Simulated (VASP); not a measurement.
# KTaO3 (Pm-3m) in VASP: a series of runs

KTaO3 is run at these levels: PBEsol; tasks: single point, relaxation of cell and atoms.

Everything below comes from runs of VASP 6.6.1. Logs are shortened: lines on timing, memory, paths and dates and some standing lists are left out, and cuts for length are marked.

## Step 1: The cell of the first run

It takes space group Pm-3m (No. 221, cubic). Conventional cell: a = 3.985 Å, b = 3.985 Å, c = 3.985 Å, α = 90.00°, β = 90.00°, γ = 90.00°. K (site symmetry m-3m) has 12 O at 2.82 Å and 8 Ta at 3.45 Å within 3.7 Å. Ta (site symmetry m-3m) has 6 O at 1.99 Å within 2.6 Å. O (site symmetry 4/mmm) has 2 Ta at 1.99 Å within 2.6 Å.

## Step 2: Single point, PBEsol

File INCAR:

```
PREC = Accurate
ENCUT = 520
EDIFF = 1E-6
ISMEAR = 0
SIGMA = 0.02
LREAL = False
LASPH = True
NELM = 80
ALGO = Normal
ISIF = 2
LWAVE = False
LCHARG = False
GGA = PS
NBANDS = 27
```

File KPOINTS:

```
Automatic mesh
0
Gamma
  8 8 8
```

File POSCAR:

```
KTaO3
1.0
    3.9853016831      0.0000000000      0.0000000000
    0.0000000000      3.9853016831      0.0000000000
    0.0000000000      0.0000000000      3.9853016831
K Ta O
1 1 3
Direct
    0.5000000000      0.5000000000      0.5000000000
    0.0000000000      0.0000000000      0.0000000000
    0.5000000000      0.0000000000      0.0000000000
    0.0000000000      0.5000000000      0.0000000000
    0.0000000000      0.0000000000      0.5000000000
```

Potentials or basis: VASP PAW PBE potentials, release 64 (K_sv, Ta_pv, O).

Command:

```sh
$ cat potpaw_PBE.64/K_sv/POTCAR potpaw_PBE.64/Ta_pv/POTCAR potpaw_PBE.64/O/POTCAR > POTCAR
$ mpirun -np 1 vasp_std > vasp.out
```

OUTCAR:

```text
PREC = Accurate
   ENCUT = 520
   EDIFF = 1E-6
   ISMEAR = 0
   LREAL = False
   LASPH = True
   NELM = 80
   ISIF = 2
   GGA = PS

 ion  position               nearest neighbor table
   1  0.500  0.500  0.500-   3 2.82   4 2.82   5 2.82   3 2.82   4 2.82   3 2.82   5 2.82   3 2.82
                             4 2.82   5 2.82   4 2.82   5 2.82   2 3.45   2 3.45   2 3.45   2 3.45
   2  0.000  0.000  0.000-   3 1.99   4 1.99   5 1.99   5 1.99   4 1.99   3 1.99   1 3.45   1 3.45
                             1 3.45   1 3.45   1 3.45   1 3.45   1 3.45   1 3.45
   3  0.500  0.000  0.000-   2 1.99   2 1.99   1 2.82   1 2.82   1 2.82   1 2.82
   4  0.000  0.500  0.000-   2 1.99   2 1.99   1 2.82   1 2.82   1 2.82   1 2.82
   5  0.000  0.000  0.500-   2 1.99   2 1.99   1 2.82   1 2.82   1 2.82   1 2.82

  LATTYP: Found a simple cubic cell.
 ALAT       =     3.9853016831

  Lattice vectors:

 A1 = (   3.9853016831,   0.0000000000,   0.0000000000)
 A2 = (   0.0000000000,   3.9853016831,   0.0000000000)
 A3 = (   0.0000000000,   0.0000000000,   3.9853016831)

Analysis of symmetry for initial positions (statically):
=====================================================================
 Subroutine PRICEL returns:
 Original cell was already a primitive cell.

 Routine SETGRP: Setting up the symmetry group for a
 simple cubic supercell.

 Subroutine GETGRP returns: Found 48 space group operations
 (whereof 48 operations were pure point group operations)
 out of a pool of 48 trial point group operations.

The static configuration has the point symmetry O_h .

Analysis of symmetry for dynamics (positions and initial velocities):
=====================================================================
 Subroutine PRICEL returns:
 Original cell was already a primitive cell.

 Routine SETGRP: Setting up the symmetry group for a
 simple cubic supercell.

 Subroutine GETGRP returns: Found 48 space group operations
 (whereof 48 operations were pure point group operations)
 out of a pool of 48 trial point group operations.

The dynamic configuration has the point symmetry O_h .

 Subroutine INISYM returns: Found 48 space group operations
 (whereof 48 operations are pure point group operations),
 and found     1 'primitive' translations

----------------------------------------------------------------------------------------

                                     Primitive cell

  volume of cell :      63.2971

  direct lattice vectors                    reciprocal lattice vectors
     3.985301683  0.000000000  0.000000000     0.250922033  0.000000000  0.000000000
     0.000000000  3.985301683  0.000000000     0.000000000  0.250922033  0.000000000
     0.000000000  0.000000000  3.985301683     0.000000000  0.000000000  0.250922033

  length of vectors
     3.985301683  3.985301683  3.985301683     0.250922033  0.250922033  0.250922033

  position of ions in fractional coordinates (direct lattice)
     0.500000000  0.500000000  0.500000000
     0.000000000  0.000000000  0.000000000
     0.500000000  0.000000000  0.000000000
     0.000000000  0.500000000  0.000000000
     0.000000000  0.000000000  0.500000000

  ion indices of the primitive-cell ions
   primitive index   ion index
                 1           1
                 2           2
                 3           3
                 4           4
                 5           5

----------------------------------------------------------------------------------------

 KPOINTS: Automatic mesh

Automatic generation of k-mesh.
 Grid dimensions read from file:
 generate k-points for:    8    8    8

 Generating k-lattice:

  Cartesian coordinates                     Fractional coordinates (reciprocal lattice)
     0.031365254  0.000000000  0.000000000     0.125000000  0.000000000  0.000000000
     0.000000000  0.031365254  0.000000000     0.000000000  0.125000000  0.000000000
     0.000000000  0.000000000  0.031365254     0.000000000  0.000000000  0.125000000

  Length of vectors
     0.031365254  0.031365254  0.031365254

  Shift w.r.t. Gamma in fractional coordinates (k-lattice)
     0.000000000  0.000000000  0.000000000

 Subroutine IBZKPT returns following result:
 ===========================================

 Found     35 irreducible k-points:

 Following reciprocal coordinates:
            Coordinates               Weight
  0.000000  0.000000  0.000000      1.000000
  0.125000  0.000000  0.000000      6.000000
  0.250000  0.000000  0.000000      6.000000
  0.375000  0.000000  0.000000      6.000000
  0.500000  0.000000  0.000000      3.000000
  0.125000  0.125000  0.000000     12.000000
[... 16 lines left out ...]
  0.375000  0.375000  0.125000     24.000000
  0.500000  0.375000  0.125000     24.000000
 [... further k-points ...]
   k-points           NKPTS =     35   k-points in BZ     NKDIM =     35   number of bands    NBANDS=     27
   number of dos      NEDOS =    301   number of ions     NIONS =      5
   total plane-waves  NPLWV =  27000
   dimension x,y,z NGX =    30 NGY =   30 NGZ =   30
   dimension x,y,z NGXF=    60 NGYF=   60 NGZF=   60
   ions per type =               1   1   3
   NGX,Y,Z   is equivalent  to a cutoff of  12.51, 12.51, 12.51 a.u.
   NGXF,Y,Z  is equivalent  to a cutoff of  25.03, 25.03, 25.03 a.u.
 SYSTEM =  unknown system
   PREC   = accura    normal or accurate (medium, high low for compatibility)
   ISTART =      0    job   : 0-new  1-cont  2-samecut
   ICHARG =      2    charge: 1-file 2-atom 10-const
   ISPIN  =      1    spin polarized calculation?
   LNONCOLLINEAR =      F non collinear calculations
   LSORBIT =      F    spin-orbit coupling
   LASPH  =      T    aspherical Exc in radial PAW
   ENCUT  =  520.0 eV  38.22 Ry    6.18 a.u.   7.41  7.41  7.41*2*pi/ulx,y,z
   NELM   =     80;   NELMIN=  2; NELMDL= -5     # of ELM steps
   EDIFF  = 0.1E-05   stopping-criterion for ELM
   LREAL  =      F    real-space projection
   EDIFFG = 0.1E-04   stopping-criterion for IOM
   NSW    =      0    number of steps for IOM
   IBRION =     -1    ionic relax: 0-MD 1-quasi-New 2-CG
   NFREE  =      0    steps in history (QN), initial steepest desc. (CG)
   ISIF   =      2    stress and relaxation
   ISYM   =      2    0-nonsym 1-usesym 2-fastsym
   POTIM  = 0.5000    time-step for ionic-motion
   TEBEG  =    0.0;   TEEND  =   0.0 temperature during run
   PSTRESS=    0.0 pullay stress
   NELECT =      38.0000    total number of electrons
   NUPDOWN=      -1.0000    fix difference up-down
   EMIN   =  10.00;   EMAX   =-10.00  energy-range for DOS
   EFERMI =   0.00;   METHOD = LEGACY
   ISMEAR =     0;   SIGMA  =   0.02  broadening in eV -4-tet -1-fermi 0-gaus
   EFERMI_NEDOS =   21; number of points for ismear=-14 and -15
   IALGO  =     38    algorithm
   IMIX   =      4    mixing-type and parameters
     AMIX     =   0.40;   BMIX     =  1.00
     AMIX_MAG =   1.60;   BMIX_MAG =  1.00
  volume/ion in A,a.u.               =      12.66        85.43
  Fermi-wavevector in a.u.,A,eV,Ry     =   1.381046  2.609799 25.950231  1.907288
  Thomas-Fermi vector in A             =   2.505867
   LORBIT       =      0    0 simple, 1 ext, 2 COOP (PROOUT), +10 PAW based schemes
   GGA     = PS    functional components
   LHFCALC =     F    Hartree Fock is set to
   AEXX    =    0.0000 exact exchange contribution
   IVDW    =     0    specifies the selected vdW correction
   LEPSILON=     F    determine dielectric tensor
   LRPA    =     F    only Hartree local field effects (RPA)
 non-spin polarized calculation
 Gauss-broadening in eV      SIGMA  =   0.02
  energy-cutoff  :      520.00
  volume of cell :       63.30
 maximum number of plane-waves:      1743
 NGX is ok and might be reduce to    30
   NGX = 15   NGY = 15   NGZ = 15

 number of electron      37.9999976 magnetization

 Free energy of the ion-electron system (eV)
  ---------------------------------------------------
  ext. energy  EPLUGINS =         0.00000000
  ---------------------------------------------------
  free energy    TOTEN  =       -42.92056477 eV

  energy without entropy =      -42.92056477  energy(sigma->0) =      -42.92056477

 E-fermi :   1.7937     XC(G=0): -11.1513

 val. band max:        1.6784876769   @ k =   0.5000   0.5000   0.5000
 cond. band min:       3.7678881014   @ k =   0.0000   0.0000   0.0000
 fundamental gap:      2.0894004245
 Fermi energy:         1.7937060771

 k-point     1 :       0.0000    0.0000    0.0000
  band No.  band energies     occupation
      1     -32.3754      2.00000
      2     -32.3754      2.00000
      3     -32.3754      2.00000
      4     -25.4383      2.00000
      5     -15.8150      2.00000
      6     -15.0872      2.00000
[... 19 lines left out ...]
     26       9.5885      0.00000
     27       9.5885      0.00000

 k-point     2 :       0.1250    0.0000    0.0000
  band No.  band energies     occupation
      1     -32.3891      2.00000
      2     -32.3749      2.00000
      3     -32.3749      2.00000
      4     -25.4339      2.00000
      5     -15.7687      2.00000
      6     -15.0835      2.00000
[... 19 lines left out ...]
     26       9.7914      0.00000
     27       9.8300      0.00000

 k-point     3 :       0.2500    0.0000    0.0000
  band No.  band energies     occupation
      1     -32.4219      2.00000
      2     -32.3736      2.00000
      3     -32.3736      2.00000
      4     -25.4233      2.00000
      5     -15.7130      2.00000
      6     -15.0749      2.00000
[... 594 lines left out ...]
      1     -32.4499      2.00000
      2     -32.4496      2.00000
      3     -32.3828      2.00000
      4     -25.3956      2.00000
      5     -15.2305      2.00000
      6     -14.4077      2.00000
[... 19 lines left out ...]
     26      12.2155      0.00000
     27      12.3795      0.00000

 k-point    24 :       0.5000    0.3750    0.1250
  band No.  band energies     occupation
      1     -32.4629      2.00000
      2     -32.4491      2.00000
      3     -32.3822      2.00000
      4     -25.3931      2.00000
      5     -15.2055      2.00000
      6     -14.3865      2.00000
[... 19 lines left out ...]
     26      12.3420      0.00000
     27      12.4108      0.00000

 [... further k-points ...]

------------------------ aborting loop because EDIFF is reached ----------------------------------------

  FORCE on cell =-STRESS in cart. coord.  units (eV):
  Direction    XX          YY          ZZ          XY          YZ          ZX
  --------------------------------------------------------------------------------------
  -------------------------------------------------------------------------------------
  Total        0.2928583      0.2928583      0.2928583      0.0000000      0.0000000      0.0000000
  in kB        7.4128379      7.4128379      7.4128379      0.0000000      0.0000000      0.0000000
  external PRESSURE =       7.4128379 kB  Pullay stress =       0.0000000 kB

 VOLUME and BASIS-vectors are now :
 -----------------------------------------------------------------------------
  energy-cutoff  :      520.00
  volume of cell :       63.30
      direct lattice vectors                 reciprocal lattice vectors
     3.985301683  0.000000000  0.000000000     0.250922033  0.000000000  0.000000000
     0.000000000  3.985301683  0.000000000     0.000000000  0.250922033  0.000000000
     0.000000000  0.000000000  3.985301683     0.000000000  0.000000000  0.250922033

 POSITION                                       TOTAL-FORCE (eV/Angst)
 -----------------------------------------------------------------------------------
      1.99265      1.99265      1.99265         0.000000      0.000000      0.000000
      0.00000      0.00000      0.00000         0.000000      0.000000      0.000000
      1.99265      0.00000      0.00000         0.000000      0.000000      0.000000
      0.00000      1.99265      0.00000         0.000000      0.000000      0.000000
      0.00000      0.00000      1.99265         0.000000      0.000000      0.000000
 -----------------------------------------------------------------------------------
    total drift:                                0.000000     -0.000000      0.000000

  FREE ENERGIE OF THE ION-ELECTRON SYSTEM (eV)
  ---------------------------------------------------
  free  energy   TOTEN  =       -42.9205647684 eV

  energy  without entropy=      -42.9205647684  energy(sigma->0) =      -42.92056477
```

It took 40 s on 1 thread of AMD EPYC 7R13 (Zen 3), shared host; peak memory 0.18 GiB.

What came out:

| Property | Result |
| --- | --- |
| Free energy | -42.9206 eV |
| Pressure | 0.7 GPa |
| Band gap on the k mesh | 2.09 eV (least direct gap 2.71 eV) |

Caveat: the PAW data sets were made with another functional, which shifts forces and pressure a little; spin-orbit coupling is left out, which moves the levels of the heavy elements. A k mesh can miss the band edges.

[end of part 1 of 2]
